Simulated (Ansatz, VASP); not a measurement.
# One calculation of Si3C2, two programs

```
CELL_PARAMETERS angstrom
4.01326 0.00000 0.00000
0.00000 4.01326 0.00000
0.00000 0.00000 4.01326
ATOMIC_POSITIONS crystal
Si 0.50000 0.00000 0.00000
Si 0.00000 0.50000 0.00000
Si 0.00000 0.00000 0.50000
C 0.50000 0.50000 0.50000
C 0.00000 0.00000 0.00000
```

Change from the starting cell: species swapped into the Tl2F3 type (Pm-3m, No. 221).

Alike in both runs: functional PBE; k mesh 4 × 4 × 4; occupations gaussian, width 0.1 eV; no spin polarisation.

Ansatz relaxed the structure, and its values are those at the end. VASP's run is a single point on that final structure, the one shown.

|  | VASP | Ansatz |
| --- | --- | --- |
| version | VASP 6.6.1 | Ansatz 0.2.0 |
| potentials or method | VASP PAW PBE potentials, release 64 (Si, C), cutoff 520 eV | scalar-relativistic, plane waves, PAW |
| valence electrons in the cell | 20 | 20 |

```tsv
	VASP	Ansatz	Ansatz less VASP
gap on the k mesh at the Fermi level (eV)	none	none	-
pressure (GPa)	0.0	-0.1	-0.08
```

A gap of «none» marks a metal or a gap that the smearing closes.

The k mesh is coarse, so the values compare programs but aren't converged.
